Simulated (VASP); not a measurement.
# Al2As2H in VASP: single point with PBE+D3(BJ)

Aim: the single point of Al2As2H with PBE+D3(BJ).

All numbers are computed with VASP 6.6.1; they aren't measurements. Logs are shortened: lines on timing, memory, paths and dates and some standing lists are left out, and cuts for length are marked.

## (1) The cell of the first run

The cell holds a slab with vacuum, 5 atoms: a = 4.005 Å, b = 4.005 Å, c = 21.347 Å, α = 90.00°, β = 90.00°, γ = 120.00°.

## (2) Single point, PBE+D3(BJ), collinear spin

INCAR

```
  PREC = Accurate
  ENCUT = 400
  EDIFF = 1E-6
  ISMEAR = 0
  SIGMA = 0.05
  LREAL = F
  LASPH = T
  NELM = 200
  ALGO = Normal
  ISIF = 2
  LWAVE = F
  LCHARG = T
  ISPIN = 2
  MAGMOM = 0 0 0 0 1
  LORBIT = 11
  LDIPOL = T
  IDIPOL = 3
  DIPOL = 0.5 0.5 0.327
  GGA = PE
  IVDW = 12
  LELF = T
  LVHAR = T
  LVACPOTAV = T
  NBANDS = 20
  GGA_COMPAT = F
  NELMDL = -8
```

KPOINTS

```
regular mesh
0
Gamma
  9 9 1
```

POSCAR

```
Al2As2H
1.0
    4.0049767175      0.0000000000      0.0000000000
   -2.0024883587      3.4684115789      0.0000000000
    0.0000000000      0.0000000000     21.3465727100
As Al H
2 2 1
Direct
    0.0000000000      0.0000000000      0.1873837105
    0.3333333333      0.6666666667      0.3496634936
    0.3333333333      0.6666666667      0.2256808395
    0.6666666667      0.3333333333      0.3769491627
    0.7777777778      0.5555555556      0.4940639818
```

Potentials or basis: VASP PAW PBE potentials, release 64 (As, Al, H).

Run with:

```
cat potpaw_PBE.64/As/POTCAR potpaw_PBE.64/Al/POTCAR potpaw_PBE.64/H/POTCAR > POTCAR
mpirun -np 1 vasp_std > vasp.out
```

OUTCAR:

```text
PREC = Accurate
   ENCUT = 400
   EDIFF = 1E-6
   ISMEAR = 0
   LREAL = F
   LASPH = T
   NELM = 200
   ISIF = 2
   ISPIN = 2
   LORBIT = 11
   GGA = PE
   IVDW = 12
   NELMDL = -8
 IVDW          = 12

 ion  position               nearest neighbor table
   1  0.000  0.000  0.187-   3 2.45   3 2.45   3 2.45
   2  0.333  0.667  0.350-   4 2.38   4 2.38   4 2.38   3 2.65
   3  0.333  0.667  0.226-   1 2.45   1 2.45   1 2.45   2 2.65
   4  0.667  0.333  0.377-   2 2.38   2 2.38   2 2.38
   5  0.778  0.556  0.494-

  LATTYP: Found a hexagonal cell.
 ALAT       =     4.0049767175
 C/A-ratio  =     5.3300116869

  Lattice vectors:

 A1 = (   4.0049767175,   0.0000000000,   0.0000000000)
 A2 = (  -2.0024883587,   3.4684115789,   0.0000000000)
 A3 = (   0.0000000000,   0.0000000000,  21.3465727100)

Analysis of symmetry for initial positions (statically):
=====================================================================
 Subroutine PRICEL returns:
 Original cell was already a primitive cell.

 Routine SETGRP: Setting up the symmetry group for a
 hexagonal supercell.

 Subroutine GETGRP returns: Found  2 space group operations
 (whereof  2 operations were pure point group operations)
 out of a pool of 24 trial point group operations.

The static configuration has the point symmetry C_1h.

Analysis of symmetry for dynamics (positions and initial velocities):
=====================================================================
 Subroutine PRICEL returns:
 Original cell was already a primitive cell.

 Routine SETGRP: Setting up the symmetry group for a
 hexagonal supercell.

 Subroutine GETGRP returns: Found  2 space group operations
 (whereof  2 operations were pure point group operations)
 out of a pool of 24 trial point group operations.

The dynamic configuration has the point symmetry C_1h.

Analysis of structural, dynamic, and magnetic symmetry:
=====================================================================
 Subroutine PRICEL returns:
 Original cell was already a primitive cell.

 Routine SETGRP: Setting up the symmetry group for a
 hexagonal supercell.

 Subroutine GETGRP returns: Found  2 space group operations
 (whereof  2 operations were pure point group operations)
 out of a pool of 24 trial point group operations.

The overall configuration has the point symmetry C_1h.

 Subroutine INISYM returns: Found  2 space group operations
 (whereof  2 operations are pure point group operations),
 and found     1 'primitive' translations

----------------------------------------------------------------------------------------

                                     Primitive cell

  volume of cell :     296.5233

  direct lattice vectors                    reciprocal lattice vectors
     4.004976717  0.000000000  0.000000000     0.249689342  0.144158209  0.000000000
    -2.002488359  3.468411579  0.000000000     0.000000000  0.288316417  0.000000000
     0.000000000  0.000000000 21.346572710     0.000000000  0.000000000  0.046845928

  length of vectors
     4.004976717  4.004976717 21.346572710     0.288316417  0.288316417  0.046845928

  position of ions in fractional coordinates (direct lattice)
     0.000000000  0.000000000  0.187383711
     0.333333333  0.666666667  0.349663494
     0.333333333  0.666666667  0.225680840
     0.666666667  0.333333333  0.376949163
     0.777777778  0.555555556  0.494063982

  ion indices of the primitive-cell ions
   primitive index   ion index
                 1           1
                 2           2
                 3           3
                 4           4
                 5           5

----------------------------------------------------------------------------------------

 KPOINTS: regular mesh

Automatic generation of k-mesh.
 Grid dimensions read from file:
 generate k-points for:    9    9    1

 Generating k-lattice:

  Cartesian coordinates                     Fractional coordinates (reciprocal lattice)
[... 21 lines left out ...]
  0.000000  0.222222  0.000000      2.000000
  0.333333  0.000000  0.000000      4.000000
[... 16 lines left out ...]
 -0.222222 -0.444444  0.000000      4.000000
  0.444444  0.333333  0.000000      4.000000
   k-points           NKPTS =     25   k-points in BZ     NKDIM =     25   number of bands    NBANDS=     20
   number of dos      NEDOS =    301   number of ions     NIONS =      5
   total plane-waves  NPLWV = 109760
   dimension x,y,z NGX =    28 NGY =   28 NGZ =  140
   dimension x,y,z NGXF=    56 NGYF=   56 NGZF=  280
   ions per type =               2   2   1
   NGX,Y,Z   is equivalent  to a cutoff of  11.62, 11.62, 10.90 a.u.
   NGXF,Y,Z  is equivalent  to a cutoff of  23.25, 23.25, 21.81 a.u.
 SYSTEM =  unknown system
   PREC   = accura    normal or accurate (medium, high low for compatibility)
   ISTART =      0    job   : 0-new  1-cont  2-samecut
   ICHARG =      2    charge: 1-file 2-atom 10-const
   ISPIN  =      2    spin polarized calculation?
   LNONCOLLINEAR =      F non collinear calculations
   LSORBIT =      F    spin-orbit coupling
   LASPH  =      T    aspherical Exc in radial PAW
   ENCUT  =  400.0 eV  29.40 Ry    5.42 a.u.   6.53  6.53 34.81*2*pi/ulx,y,z
   NELM   =    200;   NELMIN=  2; NELMDL= -8     # of ELM steps
   EDIFF  = 0.1E-05   stopping-criterion for ELM
   LREAL  =      F    real-space projection
   EDIFFG = 0.1E-04   stopping-criterion for IOM
   NSW    =      0    number of steps for IOM
   IBRION =     -1    ionic relax: 0-MD 1-quasi-New 2-CG
   NFREE  =      0    steps in history (QN), initial steepest desc. (CG)
   ISIF   =      2    stress and relaxation
   ISYM   =      2    0-nonsym 1-usesym 2-fastsym
   POTIM  = 0.5000    time-step for ionic-motion
   TEBEG  =    0.0;   TEEND  =   0.0 temperature during run
   PSTRESS=    0.0 pullay stress
   NELECT =      17.0000    total number of electrons
   NUPDOWN=      -1.0000    fix difference up-down
   EMIN   =  10.00;   EMAX   =-10.00  energy-range for DOS
   EFERMI =   0.00;   METHOD = LEGACY
   ISMEAR =     0;   SIGMA  =   0.05  broadening in eV -4-tet -1-fermi 0-gaus
   EFERMI_NEDOS =   21; number of points for ismear=-14 and -15
   IALGO  =     38    algorithm
   IMIX   =      4    mixing-type and parameters
     AMIX     =   0.40;   BMIX     =  1.00
     AMIX_MAG =   1.60;   BMIX_MAG =  1.00
  volume/ion in A,a.u.               =      59.30       400.21
  Fermi-wavevector in a.u.,A,eV,Ry     =   0.631255  1.192899  5.421690  0.398483
  Thomas-Fermi vector in A             =   1.694167
   LORBIT       =     11    0 simple, 1 ext, 2 COOP (PROOUT), +10 PAW based schemes
   GGA     = PE    functional components
   LHFCALC =     F    Hartree Fock is set to
   AEXX    =    0.0000 exact exchange contribution
   IVDW    =    12    specifies the selected vdW correction
   LEPSILON=     F    determine dielectric tensor
   LRPA    =     F    only Hartree local field effects (RPA)
 spin polarized calculation
 Gauss-broadening in eV      SIGMA  =   0.05
  energy-cutoff  :      400.00
  volume of cell :      296.52
 maximum number of plane-waves:      5469
 NGX is ok and might be reduce to    28
   NGX = 13   NGY = 13   NGZ = 69

 dipolmoment           0.000000      0.000000     -0.007442 electrons x Angstroem

 number of electron      17.0000000 magnetization       0.9824416

 dipolmoment           0.000000      0.000000      0.013940 electrons x Angstroem

 Free energy of the ion-electron system (eV)
  ---------------------------------------------------
  ext. energy  EPLUGINS =         0.00000000
  ---------------------------------------------------
  free energy    TOTEN  =       -18.59107744 eV

  energy without entropy =      -18.58932609  energy(sigma->0) =      -18.59020177

 E-fermi :  -2.5910     XC(G=0):  -3.7178

 val. band max:       -2.6042776070   @ k =   0.0000   0.0000   0.0000
 cond. band min:      -2.5358040917   @ k =  -0.4444   0.3333   0.0000
 fundamental gap:      0.0684735152
 Fermi energy:        -2.5910329726

 spin component 1

 k-point     1 :       0.0000    0.0000    0.0000
  band No.  band energies     occupation
      1     -14.7098      1.00000
      2     -13.2701      1.00000
      3      -7.1362      1.00000
      4      -5.0174      1.00000
      5      -4.0743      1.00000
      6      -4.0460      1.00000
[... 541 lines left out ...]
     19       5.4055      0.00000
     20       5.5617      0.00000

 [... further k-points ...]

 spin component 2

 k-point     1 :       0.0000    0.0000    0.0000
  band No.  band energies     occupation
      1     -14.6421      1.00000
      2     -13.0792      1.00000
      3      -6.9799      1.00000
      4      -4.1623      1.00000
      5      -4.0340      1.00000
      6      -4.0087      1.00000
[... 541 lines left out ...]
     19       5.5476      0.00000
     20       5.8044      0.00000

 [... further k-points ...]

------------------------ aborting loop because EDIFF is reached ----------------------------------------

 Edisp (eV)   -0.89871

 E8    (eV) :    -0.4006

  FORCE on cell =-STRESS in cart. coord.  units (eV):
  Direction    XX          YY          ZZ          XY          YZ          ZX
  --------------------------------------------------------------------------------------
  -------------------------------------------------------------------------------------
  Total       0.71451     0.11714    -3.73337     0.00000    -1.00146    -0.00000
  in kB       3.86067     0.63296   -20.17220     0.00000    -5.41109    -0.00000
  external pressure =       -5.23 kB  Pullay stress =        0.00 kB

 VOLUME and BASIS-vectors are now :
 -----------------------------------------------------------------------------
  energy-cutoff  :      400.00
  volume of cell :      296.52
      direct lattice vectors                 reciprocal lattice vectors
     4.004976717  0.000000000  0.000000000     0.249689342  0.144158209  0.000000000
    -2.002488359  3.468411579  0.000000000     0.000000000  0.288316417  0.000000000
     0.000000000  0.000000000 21.346572710     0.000000000  0.000000000  0.046845928

 POSITION                                       TOTAL-FORCE (eV/Angst)
 -----------------------------------------------------------------------------------
      0.00000      0.00000      4.00000         0.000000      0.000269      0.415876
     -0.00000      2.31227      7.46412        -0.000000     -0.008708     -0.554065
     -0.00000      2.31227      4.81751         0.000000      0.010629     -0.161827
      2.00249      1.15614      8.04657         0.000000      0.386391      1.433654
      2.00249      1.92690     10.54657        -0.000000     -0.388581     -1.133639
 -----------------------------------------------------------------------------------
    total drift:                               -0.000000     -0.000105     -0.000409

  FREE ENERGIE OF THE ION-ELECTRON SYSTEM (eV)
  ---------------------------------------------------
  free  energy   TOTEN  =       -19.4897900083 eV

  energy  without entropy=      -19.4880386518  energy(sigma->0) =      -19.48891433

 vacuum level on the upper side and lower side of the slab         3.202         3.021

 total charge

# of ion       s       p       d       tot
------------------------------------------
    1        1.233   1.553   0.021   2.807
    2        1.206   1.662   0.027   2.895
    3        0.414   0.349   0.000   0.763
    4        0.420   0.345   0.000   0.766
    5        0.389   0.001   0.000   0.390
--------------------------------------------------
tot          3.662   3.910   0.047   7.620

 magnetization (x)

# of ion       s       p       d       tot
------------------------------------------
    1        0.006   0.154  -0.000   0.160
    2       -0.001   0.068  -0.001   0.066
    3       -0.004   0.004   0.000  -0.000
    4       -0.009  -0.015   0.000  -0.024
    5        0.233  -0.000   0.000   0.233
--------------------------------------------------
tot          0.225   0.211  -0.001   0.435
```

Wall time 6.8 min (1 thread of Intel Xeon Platinum 8259CL at 2.50GHz (Skylake/Cascade Lake), shared host); peak memory 0.5 GiB.

Results:

```
Free energy                                           : -19.4898 eV
Largest force                                         : 1.485 eV/Å
Band gap on the k mesh                                : zero (filled and empty bands overlap)
Net moment                                            : 0.98 μB per cell
Site moments                                          : As +0.16, +0.07; Al -0.00, -0.02; H +0.23 μB
Valence electrons inside the program's atomic spheres : As 2.81, 2.90; Al 0.76, 0.77; H 0.39
Dispersion energy per atom                            : -0.180 eV
```

Forces in eV/Å, atoms in the order of the input:
```
As   0.000  0.000  0.416
As   0.000 -0.009 -0.554
Al   0.000  0.011 -0.162
Al   0.000  0.386  1.434
H    0.000 -0.389 -1.134
```

The gap in the log of VASP goes by the Fermi energy; the results here count the filled bands.